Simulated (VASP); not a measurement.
The system is SnS2.

```
Sn S
1.0
     3.65244    0.00000    0.00000
    -1.82622    3.16311    0.00000
     0.00000    0.00000    5.53185
Sn S
1 2
Cartesian
  0.0000 0.0000 0.0000
  1.8262 1.0544 4.0311
  0.0000 2.1087 1.5008
```

* Program: VASP 6.6.1
* Task: relaxation of the atoms
* Functional: PBE
* Potentials or basis: VASP PAW PBE potentials, release 64 (Sn_d, S)
* Cutoff: 450 eV
* k mesh: 14 × 14 × 8
* Occupations: fermi-dirac, width 0.02 eV
* Spin: no spin polarisation

At the start: pressure 3.3 GPa; volume 21.30 Å³/atom.

**Question.** How do energy, volume and symmetry change on relaxing?

**Answer.** Over 3 steps the energy falls by 3.5 meV/atom at a fixed cell; space group P-3m1 (No. 164, to 0.1 Å) before and after.

Step by step:
```tsv
step	energy change (eV)	largest force (eV/Å)	pressure (GPa)
1	0.0000	0.3428	3.35
2	-0.0083	0.1551	4.04
3	-0.0104	0.0044	4.60
```

Final structure:
```
Sn S
1.0
     3.65244    0.00000    0.00000
    -1.82622    3.16311    0.00000
     0.00000    0.00000    5.53185
Sn S
1 2
Direct
  0.00000 0.00000 0.00000
  0.66667 0.33333 0.73403
  0.33333 0.66667 0.26597
```
